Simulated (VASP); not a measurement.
# BeZn4O (P4/mmm) in VASP: notebook

Runs on BeZn4O. Level: PBE. Tasks: single point, relaxation of cell and atoms.

Everything below comes from runs of VASP 6.6.1. Logs are shortened: lines on timing, memory, paths and dates and some standing lists are left out, and cuts for length are marked.

**1. The cell of the first run**

The structure is tetragonal, space group P4/mmm (No. 123). Conventional cell: a = 3.808 Å, b = 3.808 Å, c = 5.663 Å, α = 90.00°, β = 90.00°, γ = 90.00°. Within 3.1 Å of Be (site symmetry 4/mmm) lie 8 Zn at 2.36 Å. Zn (site symmetry 2mm) has 2 Be at 2.36 Å and 2 O at 2.39 Å and 6 Zn at 2.69 to 2.88 Å within 3.1 Å. O (site symmetry 4/mmm) has 8 Zn at 2.39 Å within 3.2 Å.

The cell was built from a structure type or drawn by symmetry, and may not be a known phase.

**2. Single point, PBE**

INCAR reads:

```
SYSTEM = BeZn4O
ALGO = Normal ; EDIFF = 1E-6
ENCUT = 520 ; GGA = PE
ISIF = 2 ; ISMEAR = 0
LASPH = .True. ; LCHARG = .False.
LREAL = .False. ; LWAVE = .False.
NBANDS = 37 ; NELM = 100
PREC = Accurate ; SIGMA = 0.1
```

KPOINTS reads:

```
k-points
0
Gamma
  4 4 4
  0 0 0
```

POSCAR reads:

```
BeZn4O
1.0
    3.8079650205      0.0000000000      0.0000000000
    0.0000000000      3.8079650205      0.0000000000
    0.0000000000      0.0000000000      5.6625377571
Be Zn O
1 4 1
Direct
    0.5000000000      0.5000000000      0.5000000000
    0.5000000000      0.0000000000      0.7459873583
    0.0000000000      0.5000000000      0.2540126417
    0.5000000000      0.0000000000      0.2540126417
    0.0000000000      0.5000000000      0.7459873583
    0.0000000000      0.0000000000      0.0000000000
```

Potentials or basis: VASP PAW PBE potentials, release 64 (Be, Zn, O).

Launch:

```console
$ cat potpaw_PBE.64/Be/POTCAR potpaw_PBE.64/Zn/POTCAR potpaw_PBE.64/O/POTCAR > POTCAR
$ mpirun -np 1 vasp_std > vasp.out
```

OUTCAR:

```text
SYSTEM = BeZn4O
   EDIFF = 1E-6
   ENCUT = 520
   GGA = PE
   ISIF = 2
   ISMEAR = 0
   LASPH = .True.
   LREAL = .False.
   NELM = 100
   PREC = Accurate

 ion  position               nearest neighbor table
   1  0.500  0.500  0.500-   2 2.36   3 2.36   4 2.36   5 2.36   2 2.36   4 2.36   3 2.36   5 2.36

   2  0.500  0.000  0.746-   1 2.36   1 2.36   6 2.39   6 2.39   5 2.69   5 2.69   5 2.69   5 2.69
                             4 2.79   4 2.88
   3  0.000  0.500  0.254-   1 2.36   1 2.36   6 2.39   6 2.39   4 2.69   4 2.69   4 2.69   4 2.69
                             5 2.79   5 2.88
   4  0.500  0.000  0.254-   1 2.36   1 2.36   6 2.39   6 2.39   3 2.69   3 2.69   3 2.69   3 2.69
                             2 2.79   2 2.88
   5  0.000  0.500  0.746-   1 2.36   1 2.36   6 2.39   6 2.39   2 2.69   2 2.69   2 2.69   2 2.69
                             3 2.79   3 2.88
   6  0.000  0.000  0.000-   2 2.39   3 2.39   4 2.39   5 2.39   3 2.39   5 2.39   2 2.39   4 2.39

  LATTYP: Found a simple tetragonal cell.
 ALAT       =     3.8079650205
 C/A-ratio  =     1.4870246251

  Lattice vectors:

 A1 = (   3.8079650205,   0.0000000000,   0.0000000000)
 A2 = (   0.0000000000,   3.8079650205,   0.0000000000)
 A3 = (   0.0000000000,   0.0000000000,   5.6625377571)

Analysis of symmetry for initial positions (statically):
=====================================================================
 Subroutine PRICEL returns:
 Original cell was already a primitive cell.

 Routine SETGRP: Setting up the symmetry group for a
 simple tetragonal supercell.

 Subroutine GETGRP returns: Found 16 space group operations
 (whereof 16 operations were pure point group operations)
 out of a pool of 16 trial point group operations.

The static configuration has the point symmetry D_4h.

Analysis of symmetry for dynamics (positions and initial velocities):
=====================================================================
 Subroutine PRICEL returns:
 Original cell was already a primitive cell.

 Routine SETGRP: Setting up the symmetry group for a
 simple tetragonal supercell.

 Subroutine GETGRP returns: Found 16 space group operations
 (whereof 16 operations were pure point group operations)
 out of a pool of 16 trial point group operations.

The dynamic configuration has the point symmetry D_4h.

 Subroutine INISYM returns: Found 16 space group operations
 (whereof 16 operations are pure point group operations),
[... 97 lines left out ...]
   EDIFF  = 0.1E-05   stopping-criterion for ELM
   LREAL  =      F    real-space projection
   EDIFFG = 0.1E-04   stopping-criterion for IOM
   NSW    =      0    number of steps for IOM
   IBRION =     -1    ionic relax: 0-MD 1-quasi-New 2-CG
   NFREE  =      0    steps in history (QN), initial steepest desc. (CG)
   ISIF   =      2    stress and relaxation
   ISYM   =      2    0-nonsym 1-usesym 2-fastsym
   POTIM  = 0.5000    time-step for ionic-motion
   TEBEG  =    0.0;   TEEND  =   0.0 temperature during run
   PSTRESS=    0.0 pullay stress
   NELECT =      56.0000    total number of electrons
   NUPDOWN=      -1.0000    fix difference up-down
   EMIN   =  10.00;   EMAX   =-10.00  energy-range for DOS
   EFERMI =   0.00;   METHOD = LEGACY
   ISMEAR =     0;   SIGMA  =   0.10  broadening in eV -4-tet -1-fermi 0-gaus
   EFERMI_NEDOS =   21; number of points for ismear=-14 and -15
   IALGO  =     38    algorithm
   IMIX   =      4    mixing-type and parameters
     AMIX     =   0.40;   BMIX     =  1.00
     AMIX_MAG =   1.60;   BMIX_MAG =  1.00
  volume/ion in A,a.u.               =      13.69        92.35
  Fermi-wavevector in a.u.,A,eV,Ry     =   1.441026  2.723144 28.253261  2.076556
  Thomas-Fermi vector in A             =   2.559704
   LORBIT       =      0    0 simple, 1 ext, 2 COOP (PROOUT), +10 PAW based schemes
   GGA     = PE    functional components
   LHFCALC =     F    Hartree Fock is set to
   AEXX    =    0.0000 exact exchange contribution
   IVDW    =     0    specifies the selected vdW correction
   LEPSILON=     F    determine dielectric tensor
   LRPA    =     F    only Hartree local field effects (RPA)
 non-spin polarized calculation
 Gauss-broadening in eV      SIGMA  =   0.10
  energy-cutoff  :      520.00
  volume of cell :       82.11
 maximum number of plane-waves:      2236
   NGX = 15   NGY = 15   NGZ = 21

 number of electron      55.9999967 magnetization

 Free energy of the ion-electron system (eV)
  ---------------------------------------------------
  ext. energy  EPLUGINS =         0.00000000
  ---------------------------------------------------
  free energy    TOTEN  =       -13.90723127 eV

  energy without entropy =      -13.89983497  energy(sigma->0) =      -13.90353312

 E-fermi :   3.1809     XC(G=0): -11.0063

 val. band max:        3.1430247169   @ k =   0.2500   0.0000   0.2500
 cond. band min:       3.2471480308   @ k =   0.0000   0.0000   0.5000
 fundamental gap:      0.1041233139
 Fermi energy:         3.1808800434

 k-point     1 :       0.0000    0.0000    0.0000
  band No.  band energies     occupation
      1     -15.6630      2.00000
      2      -5.9911      2.00000
      3      -5.3422      2.00000
      4      -5.0206      2.00000
      5      -4.9488      2.00000
      6      -4.9488      2.00000
[... 709 lines left out ...]
     36      10.8951      0.00000
     37      10.8970      0.00000

------------------------ aborting loop because EDIFF is reached ----------------------------------------

  FORCE on cell =-STRESS in cart. coord.  units (eV):
  Direction    XX          YY          ZZ          XY          YZ          ZX
  --------------------------------------------------------------------------------------
  -------------------------------------------------------------------------------------
  Total        0.0125614      0.0125614      0.0648055      0.0000000      0.0000000     -0.0000000
  in kB        0.2451054      0.2451054      1.2645196      0.0000000      0.0000000     -0.0000000
  external PRESSURE =       0.5849101 kB  Pullay stress =       0.0000000 kB

 VOLUME and BASIS-vectors are now :
 -----------------------------------------------------------------------------
  energy-cutoff  :      520.00
  volume of cell :       82.11
      direct lattice vectors                 reciprocal lattice vectors
     3.807965021  0.000000000  0.000000000     0.262607454  0.000000000  0.000000000
     0.000000000  3.807965021  0.000000000     0.000000000  0.262607454  0.000000000
     0.000000000  0.000000000  5.662537757     0.000000000  0.000000000  0.176599264

 POSITION                                       TOTAL-FORCE (eV/Angst)
 -----------------------------------------------------------------------------------
      1.90398      1.90398      2.83127        -0.000000      0.000000      0.000000
      1.90398      0.00000      4.22418         0.000000      0.000000     -0.005943
      0.00000      1.90398      1.43836        -0.000000     -0.000000      0.005943
      1.90398      0.00000      1.43836         0.000000      0.000000      0.005943
      0.00000      1.90398      4.22418        -0.000000      0.000000     -0.005943
      0.00000      0.00000      0.00000        -0.000000      0.000000      0.000000
 -----------------------------------------------------------------------------------
    total drift:                                0.000000      0.000000      0.000000

  FREE ENERGIE OF THE ION-ELECTRON SYSTEM (eV)
  ---------------------------------------------------
  free  energy   TOTEN  =       -13.9072312658 eV

  energy  without entropy=      -13.8998349667  energy(sigma->0) =      -13.90353312
```

stdout:

```text
POSCAR found type information on POSCAR BeZnO
 POSCAR found :  3 types and       6 ions
 scaLAPACK will be used
 LDA part: xc-table for (Slater+PW92), standard interpolation
 POSCAR, INCAR and KPOINTS ok, starting setup
 FFT: planning ... GRIDC
 FFT: planning ... GRID_SOFT
 FFT: planning ... GRID
 WAVECAR not read
 entering main loop
```

Run time: 80 s. Hardware: 1 thread of Intel Xeon 8259CL, shared host; peak memory 0.2 GiB.

What came out:

| Item | Value |
| --- | --- |
| Free energy | -13.9072 eV |
| Pressure | 0.1 GPa |
| Largest force | 0.006 eV/Å |
| Band gap on the k mesh | zero (bands 28 and 29 overlap by 1.73 eV) |

Forces on the atoms (eV/Å):
```
Be   0.000  0.000  0.000
Zn   0.000  0.000 -0.006
Zn   0.000  0.000  0.006
Zn   0.000  0.000  0.006
Zn   0.000  0.000 -0.006
O    0.000  0.000  0.000
```

Stress tensor (GPa, compression positive):
```
0.02 0.00 0.00
0.00 0.02 0.00
0.00 0.00 0.13
```

Levels at points of the mesh, in eV from the Fermi level:
| k point | band 26 | band 27 | band 28 | band 29 | band 30 | band 31 |
| --- | --- | --- | --- | --- | --- | --- |
| (0.00, 0.00, 0.00) | -1.97 | -1.54 | 0.55 | 0.55 | 1.30 | 3.73 |
| (0.50, 0.00, 0.00) | -3.70 | -3.25 | 0.78 | 0.99 | 1.42 | 1.94 |
| (0.50, 0.50, 0.00) | -3.16 | -3.16 | -1.90 | -0.92 | 0.57 | 0.57 |
| (0.00, 0.00, 0.50) | -3.52 | 0.07 | 0.07 | 1.92 | 2.00 | 2.42 |
| (0.50, 0.00, 0.50) | -2.70 | -2.70 | -1.57 | 1.76 | 4.08 | 4.56 |
| (0.50, 0.50, 0.50) | -3.88 | -3.70 | -3.08 | 1.14 | 1.37 | 1.37 |

Caveat: the k points lie up to 0.41 Å⁻¹ apart, too coarse for converged energies and pressures of a metal.

**3. Single point, PBE**

This run uses another cell than the first one, of 15.62 Å³/atom.

INCAR reads:

```
  PREC = Accurate
  ENCUT = 520
  EDIFF = 1E-6
  ISMEAR = 0
  SIGMA = 0.1
  LREAL = F
  LASPH = T
  NELM = 100
  ALGO = Normal
  ISIF = 2
  LWAVE = F
  LCHARG = F
  GGA = PE
  NBANDS = 37
```

KPOINTS reads:

```
Automatic mesh
0
Gamma
  4 4 4
```

POSCAR reads:

```
BeZn4O
1.0
    4.0506916300      0.0000000000      0.0000000000
    0.0000000000      4.0506916300      0.0000000000
    0.0000000000      0.0000000000      5.7120151000
Be Zn O
1 4 1
Direct
    0.5000000000      0.5000000000      0.5000000000
    0.5000000000      0.0000000000      0.7490356600
    0.0000000000      0.5000000000      0.2509643400
    0.5000000000      0.0000000000      0.2509643400
    0.0000000000      0.5000000000      0.7490356600
    0.0000000000      0.0000000000      0.0000000000
```

Potentials or basis: VASP PAW PBE potentials, release 64 (Be, Zn, O).

Launch:

```console
$ cat potpaw_PBE.64/Be/POTCAR potpaw_PBE.64/Zn/POTCAR potpaw_PBE.64/O/POTCAR > POTCAR
$ mpirun -np 1 vasp_std > vasp.out
```

Wall time 97 s (1 thread of Intel Xeon 8259CL, shared host); peak memory 0.21 GiB.

The run converged. Its results:

```yaml
Free_energy: -13.5332 eV
Pressure: -8.2 GPa
Largest_force: 0.048 eV/Å
Band_gap_on_the_k_mesh: zero (bands 28 and 29 overlap by 1.57 eV)
```

Forces in eV/Å, atoms in the order of the input:
```
Be   0.000  0.000  0.000
Zn   0.000  0.000 -0.048
Zn   0.000  0.000  0.048
Zn   0.000  0.000  0.048
Zn   0.000  0.000 -0.048
O    0.000  0.000  0.000
```

Stress tensor (GPa, compression positive):
```
-9.39  0.00  0.00
 0.00 -9.39  0.00
 0.00  0.00 -5.92
```

Levels at points of the mesh, in eV from the Fermi level:
```tsv
k point	band 25	band 26	band 27	band 28	band 29	band 30	band 31	band 32
(0.00, 0.00, 0.00)	-3.81	-1.78	-1.32	0.26	0.39	0.39	3.61	3.63
(0.50, 0.00, 0.00)	-3.59	-3.41	-2.80	0.55	0.92	1.02	1.74	3.81
(0.50, 0.50, 0.00)	-4.18	-2.89	-2.89	-1.39	-0.63	0.32	0.32	3.01
(0.00, 0.00, 0.50)	-3.60	-3.00	0.02	0.02	0.97	1.38	2.26	3.73
(0.50, 0.00, 0.50)	-3.35	-2.75	-2.40	-1.37	1.38	4.04	4.19	4.37
(0.50, 0.50, 0.50)	-3.88	-3.88	-3.49	-2.59	0.89	0.89	1.27	1.93
```

Caveat: the k points lie up to 0.39 Å⁻¹ apart, too coarse for converged energies and pressures of a metal.

[end of part 1 of 2]
